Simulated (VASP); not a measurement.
# CdSe (rocksalt type) (Fm-3m) in VASP: notebook

Runs on CdSe (rocksalt type). Level: PBE. Tasks: single point.

Everything below comes from runs of VASP 6.6.1. Logs are shortened: lines on timing, memory, paths and dates and some standing lists are left out, and cuts for length are marked.

## 1. The cell of the first run

Symmetry: Fm-3m, No. 225, cubic system. The conventional cell has a = 5.214 Å, b = 5.214 Å, c = 5.214 Å, α = 90.00°, β = 90.00°, γ = 90.00°. Cd (site symmetry m-3m) has 6 Se at 2.61 Å within 3.4 Å. Se (site symmetry m-3m) has 6 Cd at 2.61 Å within 3.4 Å.

## 2. Single point, PBE (17.72 Å³/atom)

INCAR reads:

```
SYSTEM = CdSe
PREC = Accurate
ENCUT = 500
EDIFF = 1E-6
ISMEAR = -1
SIGMA = 0.08
LREAL = .False.
LASPH = .True.
NELM = 120
ALGO = Normal
ISIF = 2
LWAVE = .False.
LCHARG = .False.
GGA = PE
NBANDS = 16
GGA_COMPAT = .False.
```

KPOINTS reads:

```
Automatic mesh
0
Gamma
  14 14 14
  0 0 0
```

POSCAR reads:

```
CdSe
1.0
    0.0000000000      2.6069079926      2.6069079926
    2.6069079926      0.0000000000      2.6069079926
    2.6069079926      2.6069079926      0.0000000000
Cd Se
1 1
Direct
    0.0000000000      0.0000000000      0.0000000000
    0.5000000000      0.5000000000      0.5000000000
```

Potentials or basis: VASP PAW PBE potentials, release 64 (Cd, Se).

Command:

```console
$ cat potpaw_PBE.64/Cd/POTCAR potpaw_PBE.64/Se/POTCAR > POTCAR
$ mpirun -np 1 vasp_std > vasp.out
```

OUTCAR:

```text
SYSTEM = CdSe
   PREC = Accurate
   ENCUT = 500
   EDIFF = 1E-6
   ISMEAR = -1
   LREAL = .False.
   LASPH = .True.
   NELM = 120
   ISIF = 2
   GGA = PE

 ion  position               nearest neighbor table
   1  0.000  0.000  0.000-   2 2.61   2 2.61   2 2.61   2 2.61   2 2.61   2 2.61
   2  0.500  0.500  0.500-   1 2.61   1 2.61   1 2.61   1 2.61   1 2.61   1 2.61

  LATTYP: Found a face centered cubic cell.
 ALAT       =     5.2138159852

  Lattice vectors:

 A1 = (   0.0000000000,   2.6069079926,   2.6069079926)
 A2 = (   2.6069079926,   0.0000000000,   2.6069079926)
 A3 = (   2.6069079926,   2.6069079926,   0.0000000000)

Analysis of symmetry for initial positions (statically):
=====================================================================
 Subroutine PRICEL returns:
 Original cell was already a primitive cell.

 Routine SETGRP: Setting up the symmetry group for a
 face centered cubic supercell.

 Subroutine GETGRP returns: Found 48 space group operations
 (whereof 48 operations were pure point group operations)
 out of a pool of 48 trial point group operations.

The static configuration has the point symmetry O_h .

Analysis of symmetry for dynamics (positions and initial velocities):
=====================================================================
 Subroutine PRICEL returns:
 Original cell was already a primitive cell.

 Routine SETGRP: Setting up the symmetry group for a
 face centered cubic supercell.

 Subroutine GETGRP returns: Found 48 space group operations
 (whereof 48 operations were pure point group operations)
 out of a pool of 48 trial point group operations.

The dynamic configuration has the point symmetry O_h .

 Subroutine INISYM returns: Found 48 space group operations
 (whereof 48 operations are pure point group operations),
 and found     1 'primitive' translations

----------------------------------------------------------------------------------------

                                     Primitive cell

  volume of cell :      35.4329

  direct lattice vectors                    reciprocal lattice vectors
     0.000000000  2.606907993  2.606907993    -0.191798100  0.191798100  0.191798100
     2.606907993  0.000000000  2.606907993     0.191798100 -0.191798100  0.191798100
     2.606907993  2.606907993  0.000000000     0.191798100  0.191798100 -0.191798100

  length of vectors
     3.686724639  3.686724639  3.686724639     0.332204054  0.332204054  0.332204054

  position of ions in fractional coordinates (direct lattice)
     0.000000000  0.000000000  0.000000000
     0.500000000  0.500000000  0.500000000

  ion indices of the primitive-cell ions
   primitive index   ion index
                 1           1
                 2           2

----------------------------------------------------------------------------------------

 KPOINTS: Automatic mesh

Automatic generation of k-mesh.
 Grid dimensions read from file:
 generate k-points for:   14   14   14

 Generating k-lattice:

  Cartesian coordinates                     Fractional coordinates (reciprocal lattice)
    -0.013699864  0.013699864  0.013699864     0.071428571  0.000000000  0.000000000
     0.013699864 -0.013699864  0.013699864     0.000000000  0.071428571  0.000000000
     0.013699864  0.013699864 -0.013699864     0.000000000  0.000000000  0.071428571

  Length of vectors
     0.023728861  0.023728861  0.023728861

  Shift w.r.t. Gamma in fractional coordinates (k-lattice)
     0.000000000  0.000000000  0.000000000

 Subroutine IBZKPT returns following result:
 ===========================================

 Found    104 irreducible k-points:

 Following reciprocal coordinates:
            Coordinates               Weight
  0.000000  0.000000  0.000000      1.000000
  0.071429  0.000000  0.000000      8.000000
  0.142857  0.000000  0.000000      8.000000
  0.214286  0.000000  0.000000      8.000000
  0.285714  0.000000  0.000000      8.000000
  0.357143  0.000000  0.000000      8.000000
[... 16 lines left out ...]
  0.214286  0.142857  0.000000     24.000000
  0.285714  0.142857  0.000000     24.000000
 [... further k-points ...]
   k-points           NKPTS =    104   k-points in BZ     NKDIM =    104   number of bands    NBANDS=     16
   number of dos      NEDOS =    301   number of ions     NIONS =      2
   total plane-waves  NPLWV =  21952
   dimension x,y,z NGX =    28 NGY =   28 NGZ =   28
   dimension x,y,z NGXF=    56 NGYF=   56 NGZF=   56
   ions per type =               1   1
   NGX,Y,Z   is equivalent  to a cutoff of  12.63, 12.63, 12.63 a.u.
   NGXF,Y,Z  is equivalent  to a cutoff of  25.25, 25.25, 25.25 a.u.
 SYSTEM =  CdSe
   PREC   = accura    normal or accurate (medium, high low for compatibility)
   ISTART =      0    job   : 0-new  1-cont  2-samecut
   ICHARG =      2    charge: 1-file 2-atom 10-const
   ISPIN  =      1    spin polarized calculation?
   LNONCOLLINEAR =      F non collinear calculations
   LSORBIT =      F    spin-orbit coupling
   LASPH  =      T    aspherical Exc in radial PAW
   ENCUT  =  500.0 eV  36.75 Ry    6.06 a.u.   6.72  6.72  6.72*2*pi/ulx,y,z
   NELM   =    120;   NELMIN=  2; NELMDL= -5     # of ELM steps
   EDIFF  = 0.1E-05   stopping-criterion for ELM
   LREAL  =      F    real-space projection
   EDIFFG = 0.1E-04   stopping-criterion for IOM
   NSW    =      0    number of steps for IOM
   IBRION =     -1    ionic relax: 0-MD 1-quasi-New 2-CG
   NFREE  =      0    steps in history (QN), initial steepest desc. (CG)
   ISIF   =      2    stress and relaxation
   ISYM   =      2    0-nonsym 1-usesym 2-fastsym
   POTIM  = 0.5000    time-step for ionic-motion
   TEBEG  =    0.0;   TEEND  =   0.0 temperature during run
   PSTRESS=    0.0 pullay stress
   NELECT =      18.0000    total number of electrons
   NUPDOWN=      -1.0000    fix difference up-down
   EMIN   =  10.00;   EMAX   =-10.00  energy-range for DOS
   EFERMI =   0.00;   METHOD = LEGACY
   ISMEAR =    -1;   SIGMA  =   0.08  broadening in eV -4-tet -1-fermi 0-gaus
   EFERMI_NEDOS =   21; number of points for ismear=-14 and -15
   IALGO  =     38    algorithm
   IMIX   =      4    mixing-type and parameters
     AMIX     =   0.40;   BMIX     =  1.00
     AMIX_MAG =   1.60;   BMIX_MAG =  1.00
  volume/ion in A,a.u.               =      17.72       119.56
  Fermi-wavevector in a.u.,A,eV,Ry     =   1.306261  2.468475 23.215863  1.706318
  Thomas-Fermi vector in A             =   2.437075
   LORBIT       =      0    0 simple, 1 ext, 2 COOP (PROOUT), +10 PAW based schemes
   GGA     = PE    functional components
   LHFCALC =     F    Hartree Fock is set to
   AEXX    =    0.0000 exact exchange contribution
   IVDW    =     0    specifies the selected vdW correction
   LEPSILON=     F    determine dielectric tensor
   LRPA    =     F    only Hartree local field effects (RPA)
 non-spin polarized calculation
  energy-cutoff  :      500.00
  volume of cell :       35.43
 maximum number of plane-waves:       934
   NGX = 13   NGY = 13   NGZ = 13

 number of electron      17.9999996 magnetization

 Free energy of the ion-electron system (eV)
  ---------------------------------------------------
  ext. energy  EPLUGINS =         0.00000000
  ---------------------------------------------------
  free energy    TOTEN  =        -4.20041913 eV

  energy without entropy =       -4.19335670  energy(sigma->0) =       -4.19688791

 E-fermi :   5.4483     XC(G=0): -11.4707

 val. band max:        5.3971326643   @ k =   0.5000   0.0000   0.0000
 cond. band min:       5.4931696388   @ k =  -0.4286   0.5000   0.0714
 fundamental gap:      0.0960369745
 Fermi energy:         5.4483160700

 k-point     1 :       0.0000    0.0000    0.0000
  band No.  band energies     occupation
      1      -9.8377      2.00000
      2      -3.4996      2.00000
      3      -3.4996      2.00000
      4      -3.4810      2.00000
      5      -3.4810      2.00000
      6      -3.4810      2.00000
[... 8 lines left out ...]
     15      16.6812      0.00000
     16      16.6812      0.00000

 k-point     2 :       0.0714    0.0000    0.0000
  band No.  band energies     occupation
      1      -9.7753      2.00000
      2      -3.5262      2.00000
      3      -3.5262      2.00000
      4      -3.4917      2.00000
      5      -3.4677      2.00000
      6      -3.4677      2.00000
[... 8 lines left out ...]
     15      15.9726      0.00000
     16      15.9726      0.00000

 k-point     3 :       0.1429    0.0000    0.0000
  band No.  band energies     occupation
      1      -9.5924      2.00000
      2      -3.6040      2.00000
      3      -3.6040      2.00000
      4      -3.5261      2.00000
      5      -3.4252      2.00000
      6      -3.4252      2.00000
[... 8 lines left out ...]
     15      15.4836      0.00000
     16      15.7647      0.00000

 k-point     4 :       0.2143    0.0000    0.0000
  band No.  band energies     occupation
      1      -9.3031      2.00000
      2      -3.7130      2.00000
      3      -3.7130      2.00000
      4      -3.5929      2.00000
      5      -3.3623      2.00000
      6      -3.3623      2.00000
[... 8 lines left out ...]
     15      15.8075      0.00000
     16      15.8075      0.00000
[... 324 lines left out ...]
 k-point    22 :       0.1429    0.1429    0.0000
  band No.  band energies     occupation
      1      -9.5247      2.00000
      2      -3.7245      2.00000
      3      -3.5317      2.00000
      4      -3.4680      2.00000
      5      -3.4304      2.00000
      6      -3.4304      2.00000
[... 8 lines left out ...]
     15      17.7835      0.00000
     16      18.2866      0.00000

 k-point    23 :       0.2143    0.1429    0.0000
  band No.  band energies     occupation
      1      -9.3291      2.00000
      2      -3.8126      2.00000
      3      -3.5610      2.00000
      4      -3.5129      2.00000
      5      -3.3951      2.00000
      6      -3.3615      2.00000
[... 8 lines left out ...]
     15      17.8949      0.00000
     16      17.9799      0.00000

 k-point    24 :       0.2857    0.1429    0.0000
  band No.  band energies     occupation
      1      -9.0486      2.00000
      2      -3.8924      2.00000
      3      -3.6049      2.00000
      4      -3.6039      2.00000
      5      -3.3431      2.00000
      6      -3.2798      2.00000
[... 8 lines left out ...]
     15      17.8296      0.00000
     16      18.0141      0.00000

 [... further k-points ...]

------------------------ aborting loop because EDIFF is reached ----------------------------------------

  FORCE on cell =-STRESS in cart. coord.  units (eV):
  Direction    XX          YY          ZZ          XY          YZ          ZX
  --------------------------------------------------------------------------------------
  -------------------------------------------------------------------------------------
  Total        7.8790483      7.8790483      7.8790483     -0.0000000      0.0000000      0.0000000
  in kB      356.2683486    356.2683486    356.2683486     -0.0000000      0.0000000      0.0000000
  external PRESSURE =     356.2683486 kB  Pullay stress =       0.0000000 kB

 VOLUME and BASIS-vectors are now :
 -----------------------------------------------------------------------------
  energy-cutoff  :      500.00
  volume of cell :       35.43
      direct lattice vectors                 reciprocal lattice vectors
     0.000000000  2.606907993  2.606907993    -0.191798100  0.191798100  0.191798100
     2.606907993  0.000000000  2.606907993     0.191798100 -0.191798100  0.191798100
     2.606907993  2.606907993  0.000000000     0.191798100  0.191798100 -0.191798100

 POSITION                                       TOTAL-FORCE (eV/Angst)
 -----------------------------------------------------------------------------------
      0.00000      0.00000      0.00000         0.000000     -0.000000     -0.000000
      2.60691      2.60691      2.60691        -0.000000      0.000000      0.000000
 -----------------------------------------------------------------------------------
    total drift:                               -0.000000      0.000000      0.000000

  FREE ENERGIE OF THE ION-ELECTRON SYSTEM (eV)
  ---------------------------------------------------
  free  energy   TOTEN  =        -4.2004191295 eV

  energy  without entropy=       -4.1933566959  energy(sigma->0) =       -4.19688791
```

Run time: 52 s. Hardware: 1 thread of Intel Xeon Platinum 8259CL at 2.50GHz (Skylake/Cascade Lake), shared host; peak memory 0.19 GiB.

Results:

```
Free energy            : -4.2004 eV
Pressure               : 35.6 GPa
Band gap on the k mesh : zero (bands 9 and 10 overlap by 0.62 eV)
```

Levels at points of the mesh, in eV from the Fermi level:
```
           k point  band 6  band 7  band 8  band 9  band 10  band 11  band 12  band 13
(0.00, 0.00, 0.00)   -8.93   -1.29   -1.29   -1.29     1.44     8.72     8.72     8.72
(0.50, 0.00, 0.00)   -8.61   -6.54   -0.05   -0.05     2.62     4.95     4.95     8.24
(0.50, 0.50, 0.00)   -7.37   -6.38   -3.46   -3.46    -0.67     4.88    11.81    12.45
```

Caveat: the cell stands under pressure; semilocal functionals underestimate gaps, so a narrow gap can read as zero.

## 3. Single point, PBE (20.08 Å³/atom)

This run uses another cell than the first one, of 20.08 Å³/atom.

INCAR reads:

```
SYSTEM = CdSe
  PREC = Accurate
  ENCUT = 500
  EDIFF = 1E-6
  ISMEAR = -1
  SIGMA = 0.08
  LREAL = .FALSE.
  LASPH = .TRUE.
  NELM = 120
  ALGO = Normal
  ISIF = 2
  LWAVE = .FALSE.
  LCHARG = .FALSE.
  GGA = PE
  NBANDS = 16
  GGA_COMPAT = .FALSE.
```

KPOINTS reads:

```
Automatic mesh
0
G
  14 14 14
  0 0 0
```

POSCAR reads:

```
CdSe
1.0
    0.0000000000      2.7179716617      2.7179716617
    2.7179716617      0.0000000000      2.7179716617
    2.7179716617      2.7179716617      0.0000000000
Cd Se
1 1
Direct
    0.0000000000      0.0000000000      0.0000000000
    0.5000000000      0.5000000000      0.5000000000
```

Potentials or basis: VASP PAW PBE potentials, release 64 (Cd, Se).

Command:

```console
$ cat potpaw_PBE.64/Cd/POTCAR potpaw_PBE.64/Se/POTCAR > POTCAR
$ mpirun -np 1 vasp_std > vasp.out
```

It took 55 s on 1 thread of Intel Xeon Platinum 8259CL at 2.50GHz (Skylake/Cascade Lake), shared host; peak memory 0.2 GiB.

Results (log left out):

```yaml
Free_energy: -4.9162 eV
Pressure: 15.1 GPa
Band_gap_on_the_k_mesh: zero (bands 9 and 10 overlap by 0.50 eV)
```

Levels at points of the mesh, in eV from the Fermi level:
| k point | band 5 | band 6 | band 7 | band 8 | band 9 | band 10 | band 11 | band 12 | band 13 | band 14 |
| --- | --- | --- | --- | --- | --- | --- | --- | --- | --- | --- |
| (0.00, 0.00, 0.00) | -8.41 | -8.41 | -0.99 | -0.99 | -0.99 | 0.74 | 8.68 | 8.68 | 8.68 | 9.93 |
| (0.50, 0.00, 0.00) | -8.18 | -8.18 | -5.87 | -0.10 | -0.10 | 2.81 | 5.10 | 5.10 | 7.18 | 11.85 |
| (0.50, 0.50, 0.00) | -8.10 | -7.31 | -5.33 | -2.82 | -2.82 | -0.59 | 5.13 | 10.87 | 11.47 | 11.47 |

Caveat: the cell stands under pressure; semilocal functionals underestimate gaps, so a narrow gap can read as zero.

## 4. Single point, PBE (22.44 Å³/atom)

This run uses another cell than the first one, of 22.44 Å³/atom.

INCAR is that of step 3.

KPOINTS is that of step 3.

POSCAR reads:

```
CdSe
1.0
    0.0000000000      2.8206323608      2.8206323608
    2.8206323608      0.0000000000      2.8206323608
    2.8206323608      2.8206323608      0.0000000000
Cd Se
1 1
Direct
    0.0000000000      0.0000000000      0.0000000000
    0.5000000000      0.5000000000      0.5000000000
```

Command:

```console
$ cat potpaw_PBE.64/Cd/POTCAR potpaw_PBE.64/Se/POTCAR > POTCAR
$ mpirun -np 1 vasp_std > vasp.out
```

Run time: 65 s. Hardware: 1 thread of Intel Xeon Platinum 8259CL at 2.50GHz (Skylake/Cascade Lake), shared host; peak memory 0.22 GiB.

Results (log left out):

```yaml
Free_energy: -5.1790 eV
Pressure: 3.9 GPa
Band_gap_on_the_k_mesh: zero (bands 9 and 10 overlap by 0.44 eV)
```

Levels at points of the mesh, in eV from the Fermi level:
```csv
k point,band 5,band 6,band 7,band 8,band 9,band 10,band 11,band 12,band 13,band 14
"(0.00, 0.00, 0.00)",-8.09,-8.09,-0.78,-0.78,-0.78,0.22,8.60,8.60,8.60,9.98
"(0.50, 0.00, 0.00)",-7.93,-7.93,-5.30,-0.13,-0.13,2.91,5.17,5.17,6.27,11.38
"(0.50, 0.50, 0.00)",-7.87,-7.31,-4.52,-2.34,-2.34,-0.54,5.31,10.03,10.62,10.62
```

Caveat: the cell stands under pressure; semilocal functionals underestimate gaps, so a narrow gap can read as zero.

## 5. Single point, PBE

This run uses another cell than the first one, of 23.62 Å³/atom.

INCAR reads:

```
SYSTEM = CdSe
PREC = Accurate
ENCUT = 500
EDIFF = 1E-6
ISMEAR = -1
SIGMA = 0.08
LREAL = .False.
LASPH = .True.
NELM = 120
ALGO = Normal
ISIF = 2
LWAVE = .False.
LCHARG = .True.
GGA = PE
LELF = .True.
LVHAR = .True.
NBANDS = 16
GGA_COMPAT = .False.
```

KPOINTS reads:

```
regular mesh
0
Gamma
  14 14 14
  0 0 0
```

POSCAR reads:

```
CdSe
1.0
    0.0000000000      2.8692735120      2.8692735120
    2.8692735120      0.0000000000      2.8692735120
    2.8692735120      2.8692735120      0.0000000000
Cd Se
1 1
Direct
    0.0000000000      0.0000000000      0.0000000000
    0.5000000000      0.5000000000      0.5000000000
```

Command:

```console
$ cat potpaw_PBE.64/Cd/POTCAR potpaw_PBE.64/Se/POTCAR > POTCAR
$ mpirun -np 1 vasp_std > vasp.out
```

It took 64 s on 1 thread of Intel Xeon Platinum 8259CL at 2.50GHz (Skylake/Cascade Lake), shared host; peak memory 0.22 GiB.

The run converged. Its results:

```
Free energy            : -5.2085 eV
Pressure               : 0.3 GPa
Band gap on the k mesh : zero (bands 9 and 10 overlap by 0.42 eV)
```

Levels at points of the mesh, in eV from the Fermi level:
| k point | band 6 | band 7 | band 8 | band 9 | band 10 | band 11 | band 12 | band 13 |
| --- | --- | --- | --- | --- | --- | --- | --- | --- |
| (0.00, 0.00, 0.00) | -7.99 | -0.70 | -0.70 | -0.70 | 0.01 | 8.56 | 8.56 | 8.56 |
| (0.50, 0.00, 0.00) | -7.85 | -5.03 | -0.14 | -0.14 | 2.94 | 5.18 | 5.18 | 5.86 |
| (0.50, 0.50, 0.00) | -7.32 | -4.19 | -2.15 | -2.15 | -0.53 | 5.38 | 9.65 | 10.25 |

Caveat: semilocal functionals underestimate gaps, so a narrow gap can read as zero.

## 6. The runs side by side

```csv
cell,gap on the mesh (eV),pressure (GPa)
"a = 3.687 Å, angles 60.0°, 2 atoms",none,35.6
"a = 3.844 Å, angles 60.0°, 2 atoms",none,15.1
"a = 3.989 Å, angles 60.0°, 2 atoms",none,3.9
"a = 4.058 Å, angles 60.0°, 2 atoms",none,0.3
```

Alike in all rows: task single point; level PBE; potentials or basis VASP PAW PBE potentials, release 64 (Cd, Se); no spin polarisation; k mesh 14 × 14 × 14; cutoff (eV) 500; smearing fermi-dirac 0.08 eV.

Caveats: semilocal functionals underestimate gaps, so a narrow gap can read as zero; the cell stands under pressure (at least some runs).

Absolute energies hang on the potentials; compare differences alone.
